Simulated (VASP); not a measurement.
Here is a VASP 6.6.1 calculation.

File POSCAR:

```
Te2Mo
1.0
   -3.5635452172      0.0000000000      0.0000000000
   -1.7817726086     -3.0861206856      0.0000000000
   -0.4452649749     -0.2570738531     14.7262210532
Te Mo
4 2
Direct
    0.2809806199      0.2809806199      0.6284839550
    0.6559639532      0.6559639532      0.1284839550
    0.2607360468      0.2607360468      0.8715160450
    0.6357193801      0.6357193801      0.3715160450
    0.3125083333      0.3125083333      0.2500000000
    0.6041916667      0.6041916667      0.7500000000
```

File INCAR.step1:

```
SYSTEM = Te2Mo
PREC = Accurate ; ENCUT = 520
ISMEAR = 0 ; SIGMA = 0.05
LREAL = .FALSE. ; LASPH = .TRUE.
NELM = 60 ; NBANDS = 35
GGA = PE ; ALGO = Normal
EDIFF = 1E-4 ; LWAVE = .TRUE.
LCHARG = .FALSE.
```

INCAR.step2

```
SYSTEM = Te2Mo
PREC = Accurate ; ENCUT = 520
EDIFF = 1E-6 ; ISMEAR = 0
SIGMA = 0.05 ; LREAL = .FALSE.
LASPH = .TRUE. ; NELM = 60
ALGO = Normal ; ISIF = 2
LWAVE = .FALSE. ; LCHARG = .FALSE.
METAGGA = R2SCAN ; LMIXTAU = .TRUE.
NBANDS = 35 ; ISTART = 1
```

The input KPOINTS:

```
Automatic mesh
0
G
  9 9 2
  0 0 0
```

Potentials or basis: VASP PAW PBE potentials, release 64 (Te, Mo_sv).

Launch:

```bash
$ cat potpaw_PBE.64/Te/POTCAR potpaw_PBE.64/Mo_sv/POTCAR > POTCAR
$ cp INCAR.step1 INCAR
$ mpirun -np 1 vasp_std > vasp.out
$ cp INCAR.step2 INCAR
$ mpirun -np 1 vasp_std > vasp.out
```

(1) Predict the band gap on the k mesh.

(2) Estimate the pressure.

## Answers

(1) 1.04 eV, indirect (least direct gap 1.06 eV).

(2) 0.2 GPa.

Caveat: the PAW data sets were made with another functional, which shifts forces and pressure a little; spin-orbit coupling is left out, which moves the levels of the heavy elements.
